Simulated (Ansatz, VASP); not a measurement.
# Al2Cu: VASP beside Ansatz

Contents of INCAR:

```
SYSTEM = Al2Cu
ALGO = Fast
EDIFF = 1E-6
ENCUT = 520
GGA = PE
ISIF = 2
ISMEAR = 0
LASPH = .True.
LCHARG = .False.
LREAL = .False.
LWAVE = .False.
NBANDS = 16
NELM = 100
PREC = Accurate
SIGMA = 0.15
```

File KPOINTS:

```
k-points
0
Gamma
  14 14 14
  0 0 0
```

File POSCAR:

```
Al2Cu
1.0
   -1.9014808453      1.9014808453      2.8914013846
    1.9014808453     -1.9014808453      2.8914013846
    1.9014808453      1.9014808453     -2.8914013846
Al Cu
2 1
Direct
    0.7500000000      0.2500000000      0.5000000000
    0.2500000000      0.7500000000      0.5000000000
    0.5000000000      0.5000000000      0.0000000000
```

Input for Ansatz:

```yaml
crystal:
  lattice:
    - [-1.9014808453, 1.9014808453, 2.8914013846]
    - [1.9014808453, -1.9014808453, 2.8914013846]
    - [1.9014808453, 1.9014808453, -2.8914013846]
  atoms:
    - { symbol: Al, position: [0.75, 0.25, 0.5] }
    - { symbol: Al, position: [0.25, 0.75, 0.5] }
    - { symbol: Cu, position: [0.5, 0.5, 0.0] }
basis:
  ecutwfc: 520.0
kpoints:
  mp_grid: { grid: [14, 14, 14] }
hamiltonian:
  xc: pbe
  pseudopotentials: { kind: paw, azcp: { folder: soft_1 } }
scf:
  occupations: { method: gaussian, width: 0.15 }
output:
  forces: true
  stress: true
  eigenvalues: true
```

Alike in both runs: task single point; functional PBE; k mesh 14 × 14 × 14; occupations gaussian, width 0.15 eV; no spin polarisation.

|  | VASP | Ansatz |
| --- | --- | --- |
| version | VASP 6.6.1 | Ansatz 0.2.0 |
| potentials or method | VASP PAW PBE potentials, release 64 (Al, Cu), cutoff 520 eV | scalar-relativistic, plane waves, PAW |
| valence electrons in the cell | 17 | 25 |

Ansatz gave:

* gap on the k mesh at the Fermi level (eV): none
* pressure (GPa): 19.5
* traceless stress, the component that is largest in VASP (GPa): -5.36

Problem. What did VASP give for the same quantities?

Solution. gap on the k mesh at the Fermi level (eV): none; pressure (GPa): 19.6; traceless stress, the component that is largest in VASP (GPa): -5.35.

A gap of «none» marks a metal or a gap that the smearing closes. VASP's potentials hold 17 valence electrons a cell and Ansatz's 25, so a difference there can come from the potentials and not from the codes.
